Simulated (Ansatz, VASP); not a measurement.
## BN in VASP and in Ansatz

Contents of INCAR:

```
SYSTEM = BN
PREC = Accurate
ENCUT = 520
EDIFF = 1E-6
ISMEAR = 0
SIGMA = 0.05
LREAL = .False.
LASPH = .True.
NELM = 80
ALGO = Normal
ISIF = 2
LWAVE = .False.
LCHARG = .False.
GGA = PE
NBANDS = 26
```

The input KPOINTS:

```
Automatic mesh
0
Gamma
  6 6 10
  0 0 0
```

POSCAR

```
BN
1.0
    4.4559000000      0.0000000000      0.0000000000
    0.0000000000      4.4559000000      0.0000000000
    0.0000000000      0.0000000000      2.4727000000
B N
4 4
Direct
    0.1742811368      0.8257188632      0.5000000000
    0.3257188632      0.3257188632      0.0000000000
    0.6742811368      0.6742811368      0.0000000000
    0.8257188632      0.1742811368      0.5000000000
    0.8126115048      0.8126115048      0.5000000000
    0.3126115048      0.6873884952      0.0000000000
    0.6873884952      0.3126115048      0.0000000000
    0.1873884952      0.1873884952      0.5000000000
```

Input for Ansatz:

```yaml
crystal:
  lattice:
    - [4.4559, 0.0, 0.0]
    - [0.0, 4.4559, 0.0]
    - [0.0, 0.0, 2.4727]
  atoms:
    - { symbol: B, position: [0.1742811368, 0.8257188632, 0.5] }
    - { symbol: B, position: [0.3257188632, 0.3257188632, 0.0] }
    - { symbol: B, position: [0.6742811368, 0.6742811368, 0.0] }
    - { symbol: B, position: [0.8257188632, 0.1742811368, 0.5] }
    - { symbol: "N", position: [0.8126115048, 0.8126115048, 0.5] }
    - { symbol: "N", position: [0.3126115048, 0.6873884952, 0.0] }
    - { symbol: "N", position: [0.6873884952, 0.3126115048, 0.0] }
    - { symbol: "N", position: [0.1873884952, 0.1873884952, 0.5] }
basis:
  ecutwfc: 520.0
kpoints:
  mp_grid: { grid: [6, 6, 10] }
hamiltonian:
  xc: pbe
  pseudopotentials: { kind: paw, azcp: { folder: soft_1 } }
scf:
  occupations: { method: gaussian, width: 0.05 }
output:
  forces: true
  stress: true
  eigenvalues: true
```

Alike in both runs: task single point; functional PBE; k mesh 6 × 6 × 10; occupations gaussian, width 0.05 eV; no spin polarisation.

```csv
,VASP,Ansatz
version,VASP 6.6.1,Ansatz 0.2.0
potentials or method,"VASP PAW PBE potentials, release 64 (B, N), cutoff 520 eV","scalar-relativistic, plane waves, PAW"
valence electrons in the cell,32,32
```

```tsv
	VASP	Ansatz	Ansatz less VASP
gap on the k mesh at the Fermi level (eV)	4.85	4.86	+0.012
least direct gap on the mesh (eV)	6.01	6.02	+0.013
pressure (GPa)	7.7	7.3	-0.40
traceless stress, the component that is largest in VASP (GPa)	23.15	22.90	-0.241
rms of the force components (eV/Å)	0.144	0.138	-0.0052
```

Atom by atom the forces differ by 0.007 eV/Å (rms over components).
